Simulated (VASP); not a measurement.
## HfO$_{2}$ (strained fluorite): one PBE single-point calculation in two programs

```cif
data_structure
_symmetry_space_group_name_H-M 'P 1'
_symmetry_Int_Tables_number 1
_cell_length_a 3.4695
_cell_length_b 3.4695
_cell_length_c 3.4695
_cell_angle_alpha 60.000
_cell_angle_beta 60.000
_cell_angle_gamma 60.000
_cell_volume 29.53
loop_
_atom_site_label
_atom_site_type_symbol
_atom_site_fract_x
_atom_site_fract_y
_atom_site_fract_z
_atom_site_occupancy
Hf1 Hf 0.00000 0.00000 0.00000 1
O1 O 0.25000 0.25000 0.25000 1
O2 O 0.75000 0.75000 0.75000 1
```

Each program uses its own PAW datasets. VASP's cell holds 22 valence electrons and Ansatz's 38. Ansatz's stress includes a Pulay correction; VASP's doesn't.

Cutoffs: 520 eV in VASP, 420 eV in Ansatz. k meshes: 8×8×8 and 8×8×8.

|  | VASP | Ansatz |
| --- | --- | --- |
| gap between bands v and c | 4.07 eV | 4.02 eV |
| least direct gap | 4.07 eV | 4.02 eV |
| pressure | 31.1 GPa | 35.8 GPa |

Band v is the last that the valence electrons fill when counted band by band, and c is the next. Levels in eV from the top of v, Ansatz:

```tsv
point	v−1	v	c	c+1
Γ	-0.67	-0.67	4.07	4.07
X	-1.79	0.00	4.02	6.01
K	-1.48	-0.38	4.61	5.92
L	-1.95	-1.95	4.94	4.94
W	-1.63	-0.24	5.17	5.60
```

VASP:

```tsv
point	v−1	v	c	c+1
Γ	-0.66	-0.66	4.11	4.11
X	-1.70	0.00	4.07	6.04
K	-1.40	-0.38	4.66	5.96
L	-1.94	-1.94	4.97	4.97
W	-1.54	-0.24	5.22	5.64
```

VASP's potentials hold 22 valence electrons a cell and Ansatz's 38, so a difference between the two programs can come from the potentials and not from the codes.
